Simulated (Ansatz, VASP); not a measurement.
**In3Se in VASP and in Ansatz**

```
In Se
1.0
     4.80376    0.00000    0.00000
     0.00000    4.80376    0.00000
     0.00000    0.00000    4.80376
In Se
3 1
Direct
  0.50000 0.50000 0.00000
  0.50000 0.00000 0.50000
  0.00000 0.50000 0.50000
  0.00000 0.00000 0.00000
```

Alike in both runs: functional RPBE; k mesh 3 × 3 × 3; occupations fermi-dirac, width 0.05 eV; no spin polarisation.

```csv
,VASP,Ansatz
version,VASP 6.6.1,Ansatz 0.2.0
potentials or method,"VASP PAW PBE potentials, release 64 (In_d, Se)",Ansatz PAW
plane-wave cutoff (eV),520,420
valence electrons in the cell,45,55
task,single point,projected density of states
```

|  | VASP | Ansatz | Ansatz less VASP |
| --- | --- | --- | --- |
| gap on the k mesh at the Fermi level (eV) | none | none | - |
| pressure (GPa) | 1.6 | 1.6 | +0.03 |

VASP's potentials were made for PBE, not for RPBE. A gap of «none» marks a metal or a gap that the smearing closes. The functional is the same, so the differences come from potentials, cutoffs and numerics. VASP's potentials hold 45 valence electrons a cell and Ansatz's 55, so a difference there can come from the potentials and not from the codes.

The k mesh is coarse, so the values compare programs but aren't converged.
